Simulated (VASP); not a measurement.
# SiMo3: single point with PBE

The system is SiMo3.

```xyz
4
Lattice="0.0000 3.0995 3.0995 3.0995 0.0000 3.0995 3.0995 3.0995 0.0000" Properties=species:S:1:pos:R:3 pbc="T T T"
Si    0.0000    0.0000    0.0000
Mo    4.6493    4.6493    4.6493
Mo    1.5498    1.5498    1.5498
Mo    3.0995    3.0995    3.0995
```

```json
{
 "Program": "VASP 6.6.1",
 "Task": "single point",
 "Functional": "PBE",
 "Potentials or basis": "VASP PAW PBE potentials, release 64 (Si, Mo_sv)",
 "Cutoff": "520 eV",
 "k mesh": "4 × 4 × 4",
 "Occupations": "gaussian, width 0.1 eV",
 "Spin": "no spin polarisation",
 "Dipole correction": "no",
 "Further INCAR settings": "ALGO = Fast; EDIFF = 1e-07; NBANDS = 31"
}
```

The pressure is 0.4 GPa. The band gap on the k mesh is zero (band 23 reaches 13.84 eV, above the bottom of band 24 at 11.85 eV).

Levels at points of the mesh, in eV from the Fermi level:
```tsv
k point	band 19	band 20	band 21	band 22	band 23	band 24	band 25	band 26	band 27	band 28
(0.00, 0.00, 0.00)	-2.25	-2.25	-2.25	1.31	1.31	1.31	1.44	1.88	1.88	2.78
(0.50, 0.00, 0.00)	-3.07	-1.78	-1.78	-0.89	-0.89	-0.69	1.39	1.39	1.76	1.76
(0.50, 0.50, 0.00)	-2.77	-2.77	-2.67	-1.42	0.18	0.18	0.57	1.18	1.50	2.27
```

Wall time 28 s on 1 thread of Intel(R) Xeon(R) Platinum 8259CL CPU @ 2.50GHz (Skylake/Cascade Lake), on a shared host, peak memory 0.19 GiB.

Caveat: the k points lie up to 0.44 Å⁻¹ apart.
